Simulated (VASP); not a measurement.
Write the native input for VASP 6.6.1 that does the following.

| Item | Value |
| --- | --- |
| Task | relaxation of cell and atoms |
| Functional | PBEsol |
| Potentials or basis | VASP PAW PBE potentials, release 64 (W_sv) |
| Cutoff | 600 eV |
| k mesh | 18 × 18 × 18 |
| Occupations | gaussian, width 0.1 eV |
| Spin | no spin polarisation |
| Dipole correction | no |
| Further INCAR settings | ALGO = Fast; EDIFF = 1e-07; IBRION = 2; EDIFFG = -0.005; NSW = 100; ISIF = 3 |

The structure of W lies in POSCAR:

```
W
1.0
   -1.5851577801      1.5851577801      1.5851577801
    1.5851577801     -1.5851577801      1.5851577801
    1.5851577801      1.5851577801     -1.5851577801
W
1
Direct
    0.0000000000      0.0000000000      0.0000000000
```

These files were run (other wordings do the same):

INCAR

```
PREC = Accurate ; ENCUT = 600
EDIFF = 1E-7 ; ISMEAR = 0
SIGMA = 0.1 ; LREAL = F
LASPH = T ; NELM = 60
ALGO = Fast ; ISIF = 3
LWAVE = F ; LCHARG = F
GGA = PS ; IBRION = 2
NSW = 100 ; EDIFFG = -0.005
```

KPOINTS

```
Automatic mesh
0
Gamma
  18 18 18
```

Potentials or basis: VASP PAW PBE potentials, release 64 (W_sv).

Launch:

```sh
$ cat potpaw_PBE.64/W_sv/POTCAR > POTCAR
$ mpirun -np 1 vasp_std > vasp.out
```

It gave:

```
Relaxed volume                         : 15.73 Å³/atom
Relaxed cell                           : a = 2.734 Å, b = 2.734 Å, c = 2.734 Å, α = 109.47°, β = 109.47°, γ = 109.47°
Space group after relaxing (to 0.05 Å) : Im-3m (No. 229)
Energy gained by relaxing              : 2.7 meV/atom
Ionic steps                            : 4
Pressure after relaxing                : 0.0 GPa
Band gap on the k mesh                 : zero (band 7 reaches 16.63 eV, above the bottom of band 8 at 10.14 eV)
```

Caveat: the PAW data sets were made with another functional, which shifts forces and pressure a little; spin-orbit coupling is left out, which moves the levels of the heavy elements.

It took 69 s on 1 thread of AMD EPYC 9R45 96-Core Processor (Zen 5), on a shared host, peak memory 0.15 GiB.
